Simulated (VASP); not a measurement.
Here is a VASP 6.6.1 calculation.

The input INCAR:

```
SYSTEM = ZnS
PREC = Accurate
ENCUT = 520
EDIFF = 1E-7
ISMEAR = 0
SIGMA = 0.05
LREAL = .False.
LASPH = .True.
NELM = 60
ALGO = Normal
ISIF = 2
LWAVE = .False.
LCHARG = .True.
GGA = PE
LELF = .True.
LVHAR = .True.
NBANDS = 26
```

Contents of KPOINTS:

```
Automatic mesh
0
Gamma
  9 9 4
  0 0 0
```

Contents of POSCAR:

```
ZnS
1.0
    3.8455587354      0.0000000000      0.0000000000
   -1.9227793677      3.3303515566      0.0000000000
    0.0000000000      0.0000000000      6.3037246812
Zn S
2 2
Direct
    0.2699197517      0.6078140210      0.0052003729
    0.7300802483      0.3921859790      0.5052003729
    0.3845778298      0.7142254721      0.3797996271
    0.6154221702      0.2857745279      0.8797996271
```

Potentials or basis: VASP PAW PBE potentials, release 64 (Zn, S).

Launch:

```bash
$ cat potpaw_PBE.64/Zn/POTCAR potpaw_PBE.64/S/POTCAR > POTCAR
$ mpirun -np 1 vasp_std > vasp.out
```

(1) Predict the largest force.

(2) What does it give for the band gap on the k mesh?

(3) Predict the pressure.

Results:

(1) 0.326 eV/Å.

(2) 1.95 eV, direct.

(3) -0.2 GPa.

Caveat: the cell differs from its parent crystal (mode 4 frozen in at -0.131 Å and mode 5 at -0.196 Å (largest displacements)).
